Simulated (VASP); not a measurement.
Crystal: La.

```
La
1.0
     3.77270    0.00000    0.00000
    -1.88635    3.26725    0.00000
     0.00000    0.00000   12.11270
La
4
Direct
  0.00000 0.00000 0.00000
  0.00000 0.00000 0.50000
  0.33333 0.66667 0.75000
  0.66667 0.33333 0.25000
```

Base run:

- Program: VASP 6.6.1
- Functional: PBE
- Potentials or basis: VASP PAW PBE potentials, release 64 (La)
- Cutoff: 520 eV
- k mesh: 10 × 10 × 3
- Occupations: fermi-dirac, width 0.01 eV
- Spin: no spin polarisation

Its results: band gap on the k mesh zero (bands 22 and 23 overlap by 1.21 eV); pressure 0.0 GPa.

Question: After a change of settings the same cell gave: band gap on the k mesh zero (bands 22 and 23 overlap by 1.25 eV); pressure 0.9 GPa. Which change was it?
A. k mesh from 10 × 10 × 3 to 2 × 2 × 1; occupations from fermi-dirac, width 0.01 eV to fermi-dirac, width 0.1 eV
B. occupations from fermi-dirac, width 0.01 eV to fermi-dirac, width 0.03 eV; further incar settings from ALGO = Normal; EDIFF = 1e-06; NBANDS = 30 to ALGO = Normal; EDIFF = 1e-07; NBANDS = 30
C. occupations from fermi-dirac, width 0.01 eV to fermi-dirac, width 0.3 eV
D. occupations from fermi-dirac, width 0.01 eV to fermi-dirac, width 0.1 eV

Answer: C.

Caveats: spin-orbit coupling is left out, which moves the levels of the heavy elements; so wide a smearing shifts energies and pressures (at least some runs).
